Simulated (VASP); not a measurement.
# HF in VASP: notebook

The runs below take HF through single point, with PBE.

All numbers are computed with VASP 6.6.1; they aren't measurements. Logs are shortened: lines on timing, memory, paths and dates and some standing lists are left out, and cuts for length are marked.

## Step 1: The cell of the first run

The cell holds a disordered packing, 20 atoms: a = 7.617 Å, b = 7.617 Å, c = 7.617 Å, α = 90.00°, β = 90.00°, γ = 90.00°.

## Step 2: Single point, PBE

File INCAR:

```
SYSTEM = HF
PREC = Accurate
ENCUT = 520
EDIFF = 1E-6
ISMEAR = -1
SIGMA = 0.02
LREAL = Auto
LASPH = .True.
NELM = 100
ALGO = Normal
ISIF = 2
LWAVE = .False.
LCHARG = .False.
GGA = PE
NBANDS = 56
```

File KPOINTS:

```
Automatic mesh
0
Gamma
  1 1 1
  0 0 0
```

File POSCAR:

```
HF
1.0
    7.6174120000      0.0000000000      0.0000000000
    0.0000000000      7.6174120000      0.0000000000
    0.0000000000      0.0000000000      7.6174120000
F H
10 10
Direct
    0.1010579446      0.1397587527      0.8175873906
    0.1945673938      0.1957095139      0.3252023128
    0.3353107328      0.5677124987      0.1551183000
    0.5645355667      0.6067808857      0.6183596214
    0.8330782161      0.5464191775      0.0189565695
    0.0957805617      0.8706369040      0.5264386382
    1.0170514605     -0.0276603130      0.1098535828
    0.5956747515      1.0985358282      0.5150962033
    0.7969504603     -0.1319214452      0.7425619095
    0.3000362853      0.4005034781      0.8026479334
    0.0424947476      0.2553098086      0.7749744926
    0.2074851669      0.2789792649      0.2291329391
    0.4348589784      0.5973419844      0.2237767893
    0.5034780842      0.5298256153      0.7047012817
    0.8854844664      0.5992980293      0.1145139583
    0.0303777713      0.8399309372      0.6270108536
    1.0481643897      0.0101740591      0.2275707287
    0.4753976810      1.1224022017      0.5162383235
    0.7164506790     -0.2230941427      0.7080094919
    0.2724941227      0.3003776086      0.8685495809
```

Potentials or basis: VASP PAW PBE potentials, release 64 (F, H).

Run with:

```
> cat potpaw_PBE.64/F/POTCAR potpaw_PBE.64/H/POTCAR > POTCAR
> mpirun -np 1 vasp_gam > vasp.out
```

OUTCAR:

```text
SYSTEM = HF
   PREC = Accurate
   ENCUT = 520
   EDIFF = 1E-6
   ISMEAR = -1
   LREAL = Auto
   LASPH = .True.
   NELM = 100
   ISIF = 2
   GGA = PE

 ion  position               nearest neighbor table
   1  0.101  0.140  0.818-  11 1.04
   2  0.195  0.196  0.325-  12 0.97
   3  0.335  0.568  0.155-  13 0.95
   4  0.565  0.607  0.618-  14 1.00
   5  0.833  0.546  0.019-  15 0.92
   6  0.096  0.871  0.526-  16 0.94
[... 12 lines left out ...]
  19  0.716  0.777  0.708-   9 0.96
  20  0.272  0.300  0.869-  10 0.94

  LATTYP: Found a simple cubic cell.
 ALAT       =     7.6174120000

  Lattice vectors:

 A1 = (   7.6174120000,   0.0000000000,   0.0000000000)
 A2 = (   0.0000000000,   7.6174120000,   0.0000000000)
 A3 = (   0.0000000000,   0.0000000000,   7.6174120000)

Analysis of symmetry for initial positions (statically):
=====================================================================
 Subroutine PRICEL returns:
 Original cell was already a primitive cell.

 Routine SETGRP: Setting up the symmetry group for a
 simple cubic supercell.

 Subroutine GETGRP returns: Found  1 space group operations
 (whereof  1 operations were pure point group operations)
 out of a pool of 48 trial point group operations.

The static configuration has the point symmetry C_1 .

Analysis of symmetry for dynamics (positions and initial velocities):
=====================================================================
 Subroutine PRICEL returns:
 Original cell was already a primitive cell.

 Routine SETGRP: Setting up the symmetry group for a
 simple cubic supercell.

 Subroutine GETGRP returns: Found  1 space group operations
 (whereof  1 operations were pure point group operations)
 out of a pool of 48 trial point group operations.

The dynamic configuration has the point symmetry C_1 .

 Subroutine INISYM returns: Found  1 space group operations
 (whereof  1 operations are pure point group operations),
 and found     1 'primitive' translations

----------------------------------------------------------------------------------------

                                     Primitive cell

  volume of cell :     442.0001

  direct lattice vectors                    reciprocal lattice vectors
     7.617412000  0.000000000  0.000000000     0.131278182  0.000000000  0.000000000
     0.000000000  7.617412000  0.000000000     0.000000000  0.131278182  0.000000000
     0.000000000  0.000000000  7.617412000     0.000000000  0.000000000  0.131278182

  length of vectors
     7.617412000  7.617412000  7.617412000     0.131278182  0.131278182  0.131278182

  position of ions in fractional coordinates (direct lattice)
     0.101057945  0.139758753  0.817587391
     0.194567394  0.195709514  0.325202313
     0.335310733  0.567712499  0.155118300
     0.564535567  0.606780886  0.618359621
     0.833078216  0.546419177  0.018956569
     0.095780562  0.870636904  0.526438638
[... 12 lines left out ...]
     0.716450679  0.776905857  0.708009492
     0.272494123  0.300377609  0.868549581

  ion indices of the primitive-cell ions
   primitive index   ion index
                 1           1
                 2           2
                 3           3
                 4           4
                 5           5
                 6           6
[... 12 lines left out ...]
                19          19
                20          20

----------------------------------------------------------------------------------------

 KPOINTS: Automatic mesh

Automatic generation of k-mesh.
 Grid dimensions read from file:
 generate k-points for:    1    1    1

 Generating k-lattice:

  Cartesian coordinates                     Fractional coordinates (reciprocal lattice)
     0.131278182  0.000000000  0.000000000     1.000000000  0.000000000  0.000000000
     0.000000000  0.131278182  0.000000000     0.000000000  1.000000000  0.000000000
     0.000000000  0.000000000  0.131278182     0.000000000  0.000000000  1.000000000

  Length of vectors
     0.131278182  0.131278182  0.131278182

  Shift w.r.t. Gamma in fractional coordinates (k-lattice)
     0.000000000  0.000000000  0.000000000

 Subroutine IBZKPT returns following result:
 ===========================================

 Found      1 irreducible k-points:

 Following reciprocal coordinates:
            Coordinates               Weight
  0.000000  0.000000  0.000000      1.000000
   k-points           NKPTS =      1   k-points in BZ     NKDIM =      1   number of bands    NBANDS=     56
   number of dos      NEDOS =    301   number of ions     NIONS =     20
   total plane-waves  NPLWV = 216000
   dimension x,y,z NGX =    60 NGY =   60 NGZ =   60
   dimension x,y,z NGXF=   120 NGYF=  120 NGZF=  120
   ions per type =              10  10
   NGX,Y,Z   is equivalent  to a cutoff of  13.09, 13.09, 13.09 a.u.
   NGXF,Y,Z  is equivalent  to a cutoff of  26.19, 26.19, 26.19 a.u.
 SYSTEM =  HF
   PREC   = accura    normal or accurate (medium, high low for compatibility)
   ISTART =      0    job   : 0-new  1-cont  2-samecut
   ICHARG =      2    charge: 1-file 2-atom 10-const
   ISPIN  =      1    spin polarized calculation?
   LNONCOLLINEAR =      F non collinear calculations
   LSORBIT =      F    spin-orbit coupling
   LASPH  =      T    aspherical Exc in radial PAW
   ENCUT  =  520.0 eV  38.22 Ry    6.18 a.u.  14.16 14.16 14.16*2*pi/ulx,y,z
   NELM   =    100;   NELMIN=  2; NELMDL= -5     # of ELM steps
   EDIFF  = 0.1E-05   stopping-criterion for ELM
   LREAL  =      T    real-space projection
   EDIFFG = 0.1E-04   stopping-criterion for IOM
   NSW    =      0    number of steps for IOM
[... 5 lines left out ...]
   TEBEG  =    0.0;   TEEND  =   0.0 temperature during run
   PSTRESS=    0.0 pullay stress
   NELECT =      80.0000    total number of electrons
   NUPDOWN=      -1.0000    fix difference up-down
   EMIN   =  10.00;   EMAX   =-10.00  energy-range for DOS
   EFERMI =   0.00;   METHOD = LEGACY
   ISMEAR =    -1;   SIGMA  =   0.02  broadening in eV -4-tet -1-fermi 0-gaus
   EFERMI_NEDOS =   21; number of points for ismear=-14 and -15
   IALGO  =     38    algorithm
   IMIX   =      4    mixing-type and parameters
     AMIX     =   0.40;   BMIX     =  1.00
     AMIX_MAG =   1.60;   BMIX_MAG =  1.00
  volume/ion in A,a.u.               =      22.10       149.14
  Fermi-wavevector in a.u.,A,eV,Ry     =   0.926042  1.749966 11.667729  0.857554
  Thomas-Fermi vector in A             =   2.051962
   LORBIT       =      0    0 simple, 1 ext, 2 COOP (PROOUT), +10 PAW based schemes
   GGA     = PE    functional components
   LHFCALC =     F    Hartree Fock is set to
   AEXX    =    0.0000 exact exchange contribution
   IVDW    =     0    specifies the selected vdW correction
   LEPSILON=     F    determine dielectric tensor
   LRPA    =     F    only Hartree local field effects (RPA)
 non-spin polarized calculation
  energy-cutoff  :      520.00
  volume of cell :      442.00
 maximum number of plane-waves:      5919
 NGX is ok and might be reduce to    60
   NGX = 29   NGY = 29   NGZ = 29

 number of electron      80.0000020 magnetization

 Free energy of the ion-electron system (eV)
  ---------------------------------------------------
  ext. energy  EPLUGINS =         0.00000000
  ---------------------------------------------------
  free energy    TOTEN  =       -80.11214199 eV

  energy without entropy =      -80.11214199  energy(sigma->0) =      -80.11214199

 E-fermi :  -6.4233     XC(G=0):  -4.8562

 val. band max:       -6.9805673046   @ k =   0.0000   0.0000   0.0000
 cond. band min:      -1.1550006596   @ k =   0.0000   0.0000   0.0000
 fundamental gap:      5.8255666450
 Fermi energy:        -6.4232787197

 k-point     1 :       0.0000    0.0000    0.0000
  band No.  band energies     occupation
      1     -29.1849      2.00000
      2     -28.8269      2.00000
      3     -28.7256      2.00000
      4     -28.5876      2.00000
      5     -28.5471      2.00000
      6     -28.1018      2.00000
[... 44 lines left out ...]
     51       3.7792      0.00000
     52       3.9471      0.00000
 [bands above 52 left out]

------------------------ aborting loop because EDIFF is reached ----------------------------------------

  FORCE on cell =-STRESS in cart. coord.  units (eV):
  Direction    XX          YY          ZZ          XY          YZ          ZX
  --------------------------------------------------------------------------------------
  -------------------------------------------------------------------------------------
  Total       -2.5329466     -5.0568514     -2.7637015      0.2899957      1.7768110      0.0205186
  in kB       -9.1815136    -18.3302519    -10.0179620      1.0511866      6.4406468      0.0743767
  external PRESSURE =     -12.5099092 kB  Pullay stress =       0.0000000 kB

 VOLUME and BASIS-vectors are now :
 -----------------------------------------------------------------------------
  energy-cutoff  :      520.00
  volume of cell :      442.00
      direct lattice vectors                 reciprocal lattice vectors
     7.617412000  0.000000000  0.000000000     0.131278182  0.000000000  0.000000000
     0.000000000  7.617412000  0.000000000     0.000000000  0.131278182  0.000000000
     0.000000000  0.000000000  7.617412000     0.000000000  0.000000000  0.131278182

 POSITION                                       TOTAL-FORCE (eV/Angst)
 -----------------------------------------------------------------------------------
      0.76980      1.06460      6.22790        -1.440615      3.239551     -1.022299
      1.48210      1.49080      2.47720         0.202268      0.994603     -1.029499
      2.55420      4.32450      1.18160         0.285807     -0.106496      0.283623
      4.30030      4.62210      4.71030        -0.806894     -1.130171      1.435728
      6.34590      4.16230      0.14440        -0.478744     -0.593331     -0.752162
      0.72960      6.63200      4.01010         0.248437     -0.146081     -0.230196
[... 12 lines left out ...]
      5.45750      5.91801      5.39320         0.279927      0.440330      0.118189
      2.07570      2.28810      6.61610        -0.140955     -0.849601      0.116380
 -----------------------------------------------------------------------------------
    total drift:                               -0.000400      0.006161     -0.012573

  FREE ENERGIE OF THE ION-ELECTRON SYSTEM (eV)
  ---------------------------------------------------
  free  energy   TOTEN  =       -80.1121419892 eV

  energy  without entropy=      -80.1121419892  energy(sigma->0) =      -80.11214199
```

It took 1.7 min on 1 thread of Intel Xeon 8259CL, shared host; peak memory 0.45 GiB.

Results:

| Item | Value |
| --- | --- |
| Free energy | -80.1121 eV |
| Pressure | -1.3 GPa |
| Largest force | 3.690 eV/Å |

Forces in eV/Å, atoms in the order of the input:
```
F   -1.441  3.240 -1.022
F    0.202  0.995 -1.029
F    0.286 -0.106  0.284
F   -0.807 -1.130  1.436
F   -0.479 -0.593 -0.752
F    0.248 -0.146 -0.230
F    0.165  0.153  1.331
F    0.248  0.038 -0.024
F   -0.206 -0.693 -0.194
F    0.534  1.040 -0.427
H    1.300 -3.194  0.960
H   -0.085 -0.821  1.178
H   -0.353 -0.048 -0.180
H    0.752  1.134 -1.293
H    0.521  0.662  0.710
H   -0.403  0.246  0.171
H   -0.209 -0.367 -1.082
H   -0.413  0.000 -0.071
H    0.280  0.440  0.118
H   -0.141 -0.850  0.116
```

Caveat: the k points lie up to 0.82 Å⁻¹ apart, too coarse for converged energies, forces and pressures; the atoms stand as in a frame of molecular dynamics.

(Continued in part 2 of 2.)
